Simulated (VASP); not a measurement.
Runs of VASP 6.6.1 on Ca3Pb2. The structure is that of space group Pm-3m (No. 221), or close to it. The cells are those of the table. The cell was generated, and may not be a known phase.

```tsv
task	cell	k mesh	cutoff (eV)	gap on the mesh (eV)	pressure (GPa)	relaxed volume (Å³/atom)
single point	a = 5.947 Å, 5 atoms	6 × 6 × 6	520	none	0.0	-
single point	a = 5.931 Å, 5 atoms	4 × 4 × 4	520	none	0.2	-
single point	a = 5.069 Å, 5 atoms	4 × 4 × 4	520	none	27.7	-
relaxation of cell and atoms	relaxed from a = 5.931 Å, 5 atoms	6 × 6 × 6	600	none	0.0	42.10
relaxation of cell and atoms	relaxed from a = 5.069 Å, 5 atoms	4 × 4 × 4	600	none	-0.1	(a)
```

Alike in all rows: level PBE; potentials or basis VASP PAW PBE potentials, release 64 (Ca_sv, Pb_d); no spin polarisation; smearing gaussian 0.1 eV.

Q: Fill in the values left out.

A: (a) 42.25.

Caveats: spin-orbit coupling is left out, which moves the levels of the heavy elements; the cell stands under pressure (at least some runs); the volume moved by over 15 % at a fixed basis, so the end points are rough (at least some runs).

A k mesh can miss the band edges, and the runs leave out spin-orbit coupling on Pb.

A gap of «none» marks levels without a gap at the run's occupations.
